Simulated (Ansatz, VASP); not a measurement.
## Two plane-wave programs on Ag

File INCAR:

```
SYSTEM = Ag
PREC = Accurate
ENCUT = 500
EDIFF = 1E-6
ISMEAR = 0
SIGMA = 0.1
LREAL = .FALSE.
LASPH = .TRUE.
NELM = 120
ALGO = Normal
ISIF = 2
LWAVE = .FALSE.
LCHARG = .FALSE.
GGA = PS
NBANDS = 18
GGA_COMPAT = .FALSE.
```

KPOINTS

```
Automatic mesh
0
G
  8 8 8
  0 0 0
```

The input POSCAR:

```
Ag
1.0
   -2.5374423559      2.5374423559      1.3842216450
    2.5374423559     -2.5374423559      1.3842216450
    2.5374423559      2.5374423559     -1.3842216450
Ag
2
Direct
    0.0000000000      0.0000000000      0.0000000000
    0.7500000000      0.2500000000      0.5000000000
```

Input for Ansatz:

```yaml
crystal:
  lattice:
    - [-2.5374423559, 2.5374423559, 1.384221645]
    - [2.5374423559, -2.5374423559, 1.384221645]
    - [2.5374423559, 2.5374423559, -1.384221645]
  atoms:
    - { symbol: Ag, position: [0.0, 0.0, 0.0] }
    - { symbol: Ag, position: [0.75, 0.25, 0.5] }
basis:
  ecutwfc: 420
kpoints:
  mp_grid: { grid: [8, 8, 8] }
hamiltonian:
  xc: pbesol
scf:
  occupations: { method: gaussian, width: 0.1 }
  lower_state_search: "off"
output:
  forces: true
  stress: true
  eigenvalues: true
```

Alike in both runs: task single point; functional PBEsol; k mesh 8 × 8 × 8; occupations gaussian, width 0.1 eV; no spin polarisation.

```csv
,VASP,Ansatz
version,VASP 6.6.1,Ansatz 0.2.0
potentials or method,"VASP PAW PBE potentials, release 64 (Ag), cutoff 500 eV","scalar-relativistic, plane waves, PAW"
valence electrons in the cell,22,38
```

Ansatz gave:

* gap on the k mesh at the Fermi level (eV): none
* pressure (GPa): 3.5
* traceless stress, the component that is largest in VASP (GPa): -6.68

Which values does VASP return?

gap on the k mesh at the Fermi level (eV): none; pressure (GPa): 3.3; traceless stress, the component that is largest in VASP (GPa): -6.61.

VASP's potentials were made for PBE, not for PBEsol. A gap of «none» marks a metal or a gap that the smearing closes. VASP's potentials hold 22 valence electrons a cell and Ansatz's 38, so a difference there can come from the potentials and not from the codes.
